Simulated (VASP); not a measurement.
# In12P12H3N in VASP: further runs

Runs on In12P12H3N. Level: PBE+D3(BJ). Tasks: single point.

Program: VASP 6.6.1. These are calculated values, not measurements. Logs are shortened: lines on timing, memory, paths and dates and some standing lists are left out, and cuts for length are marked.

## Step 1: The cell of the first run

The cell holds a slab with vacuum, 28 atoms: a = 8.300 Å, b = 8.300 Å, c = 19.624 Å, α = 90.00°, β = 90.00°, γ = 60.00°.

## Step 2: Single point, PBE+D3(BJ)

INCAR

```
SYSTEM = In12P12H3N
PREC = Accurate
ENCUT = 520
EDIFF = 1E-6
ISMEAR = -1
SIGMA = 0.05
LREAL = Auto
LASPH = .TRUE.
NELM = 100
ALGO = Normal
ISIF = 2
LWAVE = .FALSE.
LCHARG = .FALSE.
GGA = PE
IVDW = 12
NBANDS = 132
```

KPOINTS

```
Automatic mesh
0
G
  2 2 1
  0 0 0
```

POSCAR

```
In12P12H3N
1.0
    8.2995950000      0.0000000000      0.0000000000
    4.1497980000      7.1876600000      0.0000000000
    0.0000000000      0.0000000000     19.6236650000
In P N H
12 12 1 3
Direct
    0.0000000000      0.0000000000      0.0509588805
    0.0000022074      0.4999958262      0.0509588805
    0.5000003012      0.0000000000      0.0509588805
    0.5000025086      0.4999958262      0.0509588805
    0.6572537717      0.6532028504      0.2353688773
    0.6644905900      0.1506331685      0.2381308486
    0.1244158545      0.6846595415      0.2295748526
    0.1794130605      0.1722118186      0.2361893153
    0.2446843946      0.2427632915      0.4356168942
    0.2590848873      0.7803513244      0.3955734059
    0.7986424904      0.2800355053      0.4030235942
    0.7515564628      0.7981317981      0.4048734016
    0.1666698217      0.1666606378      0.0941261482
    0.1666650727      0.6666703767      0.0941261482
    0.6666701229      0.1666606378      0.0941261482
    0.6666653739      0.6666703767      0.0941261482
    0.8288380993      0.8023473564      0.2767780636
    0.8573662199      0.2955342907      0.2721611891
    0.3207250832      0.8316336610      0.2677532459
    0.3328035777      0.3643466719      0.2793565830
    0.4334741654      0.4000050086      0.3823444805
    0.4602612099      0.9177117449      0.4536257626
   -0.0841728484      0.4547933542      0.4752170402
   -0.0282019230      0.9540378927      0.4590630751
    0.3392567014      0.3290778918      0.5425031461
    0.3373626229      0.2567177635      0.5833976477
    0.4939034824      0.2708809265      0.5411629275
    0.2776094287      0.4735059811      0.5429362966
```

Potentials or basis: VASP PAW PBE potentials, release 64 (In_d, P, N, H).

Launch:

```sh
> cat potpaw_PBE.64/In_d/POTCAR potpaw_PBE.64/P/POTCAR potpaw_PBE.64/N/POTCAR potpaw_PBE.64/H/POTCAR > POTCAR
> mpirun -np 1 vasp_std > vasp.out
```

OUTCAR:

```text
SYSTEM = In12P12H3N
   PREC = Accurate
   ENCUT = 520
   EDIFF = 1E-6
   ISMEAR = -1
   LREAL = Auto
   LASPH = .TRUE.
   NELM = 100
   ISIF = 2
   GGA = PE
   IVDW = 12
 IVDW          = 12

 ion  position               nearest neighbor table
   1  0.000  0.000  0.051-  14 2.54  15 2.54  13 2.54
   2  0.000  0.500  0.051-  13 2.54  16 2.54  14 2.54
   3  0.500  0.000  0.051-  16 2.54  13 2.54  15 2.54
   4  0.500  0.500  0.051-  15 2.54  16 2.54  14 2.54
   5  0.657  0.653  0.235-  17 2.45  19 2.50  18 2.68  16 2.78  12 3.75   7 4.02
   6  0.664  0.151  0.238-  18 2.53  20 2.55  17 2.62  15 2.83  21 3.46  11 3.75   7 3.85   8 3.94

   7  0.124  0.685  0.230-  17 2.33  20 2.53  19 2.59  14 2.68  10 3.66   6 3.85   5 4.02
   8  0.179  0.172  0.236-  18 2.44  19 2.54  20 2.63  13 2.79   6 3.94
   9  0.245  0.243  0.436-  22 2.40  25 2.47  23 2.52  21 2.70  20 3.42  11 3.61  10 3.86  12 4.02

  10  0.259  0.780  0.396-  24 2.42  19 2.64  22 2.70  21 2.75   7 3.66   9 3.86  11 4.00
  11  0.799  0.280  0.403-  23 2.54  24 2.59  18 2.63  21 2.71   9 3.61   6 3.75  10 4.00
  12  0.752  0.798  0.405-  22 2.31  17 2.60  23 2.83  24 2.92   5 3.75   9 4.02
  13  0.167  0.167  0.094-   3 2.54   1 2.54   2 2.54   8 2.79
  14  0.167  0.667  0.094-   1 2.54   2 2.54   4 2.54   7 2.68
  15  0.667  0.167  0.094-   1 2.54   3 2.54   4 2.54   6 2.83
  16  0.667  0.667  0.094-   3 2.54   2 2.54   4 2.54   5 2.78
  17  0.829  0.802  0.277-   7 2.33   5 2.45  12 2.60   6 2.62
  18  0.857  0.296  0.272-   8 2.44   6 2.53  11 2.63   5 2.68
  19  0.321  0.832  0.268-   5 2.50   8 2.54   7 2.59  10 2.64
  20  0.333  0.364  0.279-  21 2.26   7 2.53   6 2.55   8 2.63   9 3.42
  21  0.433  0.400  0.382-  20 2.26   9 2.70  11 2.71  10 2.75   6 3.46
  22  0.460  0.918  0.454-  12 2.31   9 2.40  10 2.70
  23  0.916  0.455  0.475-   9 2.52  11 2.54  12 2.83
  24  0.972  0.954  0.459-  10 2.42  11 2.59  12 2.92
  25  0.339  0.329  0.543-  26 1.01  28 1.04  27 1.12   9 2.47
  26  0.337  0.257  0.583-  25 1.01
  27  0.494  0.271  0.541-  25 1.12
  28  0.278  0.474  0.543-  25 1.04

  LATTYP: Found a hexagonal cell.
 ALAT       =     8.2995951538
 C/A-ratio  =     2.3644123161

  Lattice vectors:

 A1 = (  -4.1497980000,  -7.1876600000,   0.0000000000)
 A2 = (   8.2995950000,   0.0000000000,   0.0000000000)
 A3 = (   0.0000000000,   0.0000000000,  19.6236650000)

Analysis of symmetry for initial positions (statically):
=====================================================================
 Subroutine PRICEL returns:
 Original cell was already a primitive cell.

 Routine SETGRP: Setting up the symmetry group for a
 hexagonal supercell.

 Subroutine GETGRP returns: Found  1 space group operations
 (whereof  1 operations were pure point group operations)
 out of a pool of 24 trial point group operations.
[... 155 lines left out ...]
   TEBEG  =    0.0;   TEEND  =   0.0 temperature during run
   PSTRESS=    0.0 pullay stress
   NELECT =     224.0000    total number of electrons
   NUPDOWN=      -1.0000    fix difference up-down
   EMIN   =  10.00;   EMAX   =-10.00  energy-range for DOS
   EFERMI =   0.00;   METHOD = LEGACY
   ISMEAR =    -1;   SIGMA  =   0.05  broadening in eV -4-tet -1-fermi 0-gaus
   EFERMI_NEDOS =   21; number of points for ismear=-14 and -15
   IALGO  =     38    algorithm
   IMIX   =      4    mixing-type and parameters
     AMIX     =   0.40;   BMIX     =  1.00
     AMIX_MAG =   1.60;   BMIX_MAG =  1.00
  volume/ion in A,a.u.               =      41.81       282.14
  Fermi-wavevector in a.u.,A,eV,Ry     =   0.943371  1.782713 12.108497  0.889949
  Thomas-Fermi vector in A             =   2.071072
   LORBIT       =      0    0 simple, 1 ext, 2 COOP (PROOUT), +10 PAW based schemes
   GGA     = PE    functional components
   LHFCALC =     F    Hartree Fock is set to
   AEXX    =    0.0000 exact exchange contribution
   IVDW    =    12    specifies the selected vdW correction
   LEPSILON=     F    determine dielectric tensor
   LRPA    =     F    only Hartree local field effects (RPA)
 non-spin polarized calculation
  energy-cutoff  :      520.00
  volume of cell :     1170.64
 maximum number of plane-waves:     31645
 NGX is ok and might be reduce to    64
   NGX = 31   NGY = 31   NGZ = 73

 number of electron     224.0000040 magnetization

 Free energy of the ion-electron system (eV)
  ---------------------------------------------------
  ext. energy  EPLUGINS =         0.00000000
  ---------------------------------------------------
  free energy    TOTEN  =      -111.27751494 eV

  energy without entropy =     -111.15815099  energy(sigma->0) =     -111.21783296

 E-fermi :   1.2125     XC(G=0):  -5.7753

 val. band max:        1.1999960116   @ k =   0.5000   0.5000   0.0000
 cond. band min:       1.2402662848   @ k =   0.0000   0.0000   0.0000
 fundamental gap:      0.0402702732
 Fermi energy:         1.2124590664

 k-point     1 :       0.0000    0.0000    0.0000
  band No.  band energies     occupation
      1     -16.6912      2.00000
      2     -14.0281      2.00000
      3     -13.9886      2.00000
      4     -13.9766      2.00000
      5     -13.9471      2.00000
      6     -13.9156      2.00000
[... 497 lines left out ...]
    123       3.5566      0.00000
    124       3.7839      0.00000
 [bands above 124 left out]

------------------------ aborting loop because EDIFF is reached ----------------------------------------

 Edisp (eV)   -5.96040

 E8    (eV) :    -2.6830

  FORCE on cell =-STRESS in cart. coord.  units (eV):
  Direction    XX          YY          ZZ          XY          YZ          ZX
  --------------------------------------------------------------------------------------
  -------------------------------------------------------------------------------------
  Total       4.06421    -0.88338    -3.35664    -4.20273     3.49066    -6.13031
  in kB       5.56240    -1.20902    -4.59399    -5.75199     4.77742    -8.39012
  external pressure =       -0.08 kB  Pullay stress =        0.00 kB

 VOLUME and BASIS-vectors are now :
 -----------------------------------------------------------------------------
  energy-cutoff  :      520.00
  volume of cell :     1170.64
      direct lattice vectors                 reciprocal lattice vectors
     8.299595000  0.000000000  0.000000000     0.120487807 -0.069563677  0.000000000
     4.149798000  7.187660000  0.000000000     0.000000000  0.139127338  0.000000000
     0.000000000  0.000000000 19.623665000     0.000000000  0.000000000  0.050958881

 POSITION                                       TOTAL-FORCE (eV/Angst)
 -----------------------------------------------------------------------------------
      0.00000      0.00000      1.00000        -0.028318      0.033681     -0.053973
      2.07490      3.59380      1.00000         0.032234      0.000224      0.371438
      4.14980      0.00000      1.00000         0.044034      0.075189      0.423023
      6.22470      3.59380      1.00000         0.000172     -0.046010      0.133274
      8.16560      4.69500      4.61880        -0.520988     -1.108049     -0.565634
      6.14010      1.08270      4.67300         0.075577     -0.180633     -0.756392
[... 20 lines left out ...]
      5.22330      1.94700     10.61960        -2.441142      1.342020     -0.403822
      4.26900      3.40340     10.65440        -0.341203     -0.909027      0.762164
 -----------------------------------------------------------------------------------
    total drift:                                0.000398      0.026711      0.022217

  FREE ENERGIE OF THE ION-ELECTRON SYSTEM (eV)
  ---------------------------------------------------
  free  energy   TOTEN  =      -117.2379149358 eV

  energy  without entropy=     -117.1185509843  energy(sigma->0) =     -117.17823296
```

OSZICAR:

```text
N       E                     dE             d eps       ncg     rms          rms(c)
DAV:   1     0.217958087725E+04    0.21796E+04   -0.94627E+04  1056   0.161E+03
DAV:   2     0.219599497889E+03   -0.19600E+04   -0.18954E+04  1136   0.418E+02
DAV:   3    -0.961967522188E+02   -0.31580E+03   -0.30805E+03  1284   0.204E+02
DAV:   4    -0.119233698744E+03   -0.23037E+02   -0.22773E+02  1288   0.537E+01
[... 17 lines left out ...]
DAV:  22    -0.111277475879E+03   -0.42279E-04   -0.37148E-06   936   0.980E-03    0.609E-03
DAV:  23    -0.111277495485E+03   -0.19606E-04   -0.12755E-06   800   0.700E-03    0.359E-03
DAV:  24    -0.111277509221E+03   -0.13736E-04   -0.10916E-06   760   0.353E-03    0.185E-03
DAV:  25    -0.111277514141E+03   -0.49199E-05   -0.63627E-07   784   0.367E-03    0.128E-03
DAV:  26    -0.111277514939E+03   -0.79784E-06   -0.20120E-07   688   0.214E-03
   1 F= -.11723791E+03 E0= -.11717823E+03  d E =-.119364E+00
```

Wall time 29 min (1 thread of Intel Xeon Platinum 8488C (Sapphire Rapids), shared host); peak memory 1.4 GiB.

Results:

| Quantity | Value |
| --- | --- |
| Free energy | -117.2379 eV |
| Largest force | 4.041 eV/Å |
| Band gap on the k mesh | zero (bands 112 and 113 overlap by 0.09 eV) |
| Dispersion energy per atom | -0.213 eV |

Forces on the atoms (eV/Å):
```
In  -0.028  0.034 -0.054
In   0.032  0.000  0.371
In   0.044  0.075  0.423
In   0.000 -0.046  0.133
In  -0.521 -1.108 -0.566
In   0.076 -0.181 -0.756
In   2.070 -0.484 -1.284
In   0.514 -0.377 -0.493
In   0.307  1.173  0.341
In   0.999 -0.336 -0.108
In   0.137 -0.298  0.049
In   2.666 -1.098  0.442
P    0.267  0.155  0.369
P   -0.306 -0.046  0.134
P   -0.107 -0.185  0.256
P    0.036 -0.037  0.058
P   -1.177  1.548  0.703
P   -0.865  1.175  0.060
P   -0.354 -0.097  0.011
P    0.503 -0.504  0.227
P   -0.605  0.432 -0.044
P   -1.981 -0.482  0.645
P   -0.172  0.736 -0.781
P   -1.579 -0.016 -0.198
N    3.726 -1.106 -1.103
H   -0.899  0.640  0.805
H   -2.441  1.342 -0.404
H   -0.341 -0.909  0.762
```

Levels at points of the mesh, in eV from the Fermi level:
| k point | band 109 | band 110 | band 111 | band 112 | band 113 | band 114 | band 115 | band 116 |
| --- | --- | --- | --- | --- | --- | --- | --- | --- |
| (0.00, 0.00, 0.00) | -0.81 | -0.51 | -0.35 | -0.18 | -0.03 | 0.03 | 0.13 | 0.65 |
| (0.50, 0.00, 0.00) | -0.87 | -0.76 | -0.30 | -0.06 | 0.11 | 0.20 | 0.26 | 1.24 |
| (0.50, 0.50, 0.00) | -0.79 | -0.69 | -0.56 | -0.01 | 0.09 | 0.18 | 0.28 | 0.91 |
| (0.00, 0.50, 0.00) | -0.87 | -0.79 | -0.43 | 0.05 | 0.14 | 0.21 | 0.29 | 1.15 |

Caveat: the k points lie up to 0.44 Å⁻¹ apart; the atoms stand as in a frame of molecular dynamics; there is no dipole correction, which matters where the two faces differ; spin-orbit coupling is left out, which moves the levels of the heavy elements.

[end of part 1 of 2]

The gap in the log of VASP goes by the Fermi energy; the results here count the filled bands.